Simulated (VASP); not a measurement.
Here is a VASP 6.6.1 calculation.

INCAR

```
SYSTEM = Hf2N
ALGO = Normal
EDIFF = 1E-6
ENCUT = 520
GGA = PS
ISIF = 2
ISMEAR = 0
LASPH = .True.
LCHARG = .False.
LREAL = .False.
LWAVE = .False.
NBANDS = 34
NELM = 60
PREC = Accurate
SIGMA = 0.1
```

Contents of KPOINTS:

```
k-points
0
Gamma
  8 8 12
  0 0 0
```

Contents of POSCAR:

```
Hf2N
1.0
    5.2955389260      0.0000000000      0.0000000000
    0.0000000000      5.2955389260      0.0000000000
    0.0000000000      0.0000000000      3.2274489818
Hf N
4 2
Direct
    0.2954633021      0.2954633021      0.0000000000
    0.7045366979      0.7045366979      0.0000000000
    0.7954633021      0.2045366979      0.5000000000
    0.2045366979      0.7954633021      0.5000000000
    0.0000000000      0.0000000000      0.0000000000
    0.5000000000      0.5000000000      0.5000000000
```

Potentials or basis: VASP PAW PBE potentials, release 64 (Hf_pv, N).

Command:

```bash
$ cat potpaw_PBE.64/Hf_pv/POTCAR potpaw_PBE.64/N/POTCAR > POTCAR
$ mpirun -np 1 vasp_std > vasp.out
```

Q: Predict the pressure.

A: -1.0 GPa.

Q: What does it give for the band gap on the k mesh?

A: Zero (bands 25 and 26 overlap by 2.70 eV).

Forces in eV/Å, atoms in the order of the input:
```
Hf   0.002  0.002  0.000
Hf  -0.002 -0.002  0.000
Hf   0.002 -0.002  0.000
Hf  -0.002  0.002  0.000
N    0.000  0.000  0.000
N    0.000  0.000  0.000
```

Caveat: the PAW data sets were made with another functional, which shifts forces and pressure a little; spin-orbit coupling is left out, which moves the levels of the heavy elements.
